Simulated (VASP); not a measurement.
The system is Si.

```xyz
1
Lattice="2.6199 0.0000 0.0000 -1.3099 2.2689 0.0000 0.0000 0.0000 2.5267" Properties=species:S:1:pos:R:3 pbc="T T T"
Si    0.0000    0.0000    0.0000
```

The cell was built from a structure type or drawn by symmetry, and may not be a known phase.

```yaml
Program: VASP 6.6.1
Task: relaxation of cell and atoms
Functional: PBE
Potentials_or_basis: VASP PAW PBE potentials, release 64 (Si)
Cutoff: 600 eV
k_mesh: 6 × 6 × 6
Occupations: gaussian, width 0.1 eV
Spin: no spin polarisation
```

At the start: pressure 1.6 GPa; volume 15.02 Å³/atom.

Task: How do energy, volume and symmetry change on relaxing?

Result: Over 4 steps the energy falls by 2.0 meV/atom and the volume is 15.27 Å³/atom (+1.7 %); space group P6/mmm (No. 191, to 0.1 Å) before and after.

The path:
```tsv
step	energy change (eV)	largest force (eV/Å)	pressure (GPa)	volume (Å³)
1	0.0000	0.0000	1.60	15.02
2	-0.0009	0.0000	-0.50	15.35
3	-0.0020	0.0000	0.31	15.20
4	-0.0020	0.0000	-0.13	15.27
```

Final structure:
```
CELL_PARAMETERS angstrom
2.64093 0.00000 0.00000
-1.32047 2.28711 0.00000
0.00000 0.00000 2.52850
ATOMIC_POSITIONS crystal
Si 0.00000 0.00000 0.00000
```

Caveat: the k points lie up to 0.46 Å⁻¹ apart in the final cell, too coarse for converged energies and pressures of a metal.
